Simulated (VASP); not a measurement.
Write the native input for VASP 6.6.1 that does the following.

```yaml
Task: single point
Functional: PBEsol
Potentials_or_basis: VASP PAW PBE potentials, release 64 (Sb)
Cutoff: 520 eV
k_mesh: 12 × 12 × 7
Occupations: fermi-dirac, width 0.05 eV
Spin: no spin polarisation
Dipole_correction: no
Further_INCAR_settings: ALGO = Normal; EDIFF = 1e-06; NBANDS = 12
```

The structure of Sb lies in POSCAR:

```
Sb
1.0
    3.4133342133      0.0000000000      0.0000000000
   -1.7066671067      2.9560341404      0.0000000000
    0.0000000000      0.0000000000      5.4001396224
Sb
2
Direct
    0.3333333333      0.6666666667      0.2500000000
    0.6666666667      0.3333333333      0.7500000000
```

This cell differs from its parent crystal: functional pbesol, volume scaled by 1.04.

These files were run (other wordings do the same):

INCAR

```
SYSTEM = Sb
  ALGO = Normal
  EDIFF = 1E-6
  ENCUT = 520
  GGA = PS
  ISIF = 2
  ISMEAR = -1
  LASPH = .True.
  LCHARG = .True.
  LELF = .True.
  LREAL = .False.
  LVHAR = .True.
  LWAVE = .False.
  NBANDS = 12
  NELM = 80
  PREC = Accurate
  SIGMA = 0.05
```

KPOINTS

```
k-points
0
Gamma
  12 12 7
  0 0 0
```

Potentials or basis: VASP PAW PBE potentials, release 64 (Sb).

The run is started by

```sh
$ cat potpaw_PBE.64/Sb/POTCAR > POTCAR
$ mpirun -np 1 vasp_std > vasp.out
```

Results of the run:

```
Pressure               : -2.7 GPa
Band gap on the k mesh : zero (band 5 reaches 12.05 eV, above the bottom of band 6 at 5.43 eV)
```

Caveat: the PAW data sets were made with another functional, which shifts forces and pressure a little; spin-orbit coupling is left out, which moves the levels of the heavy elements.

Run time: 36 s on 1 thread of Intel(R) Xeon(R) Platinum 8488C (Sapphire Rapids), with other jobs on the host, peak memory 0.19 GiB.
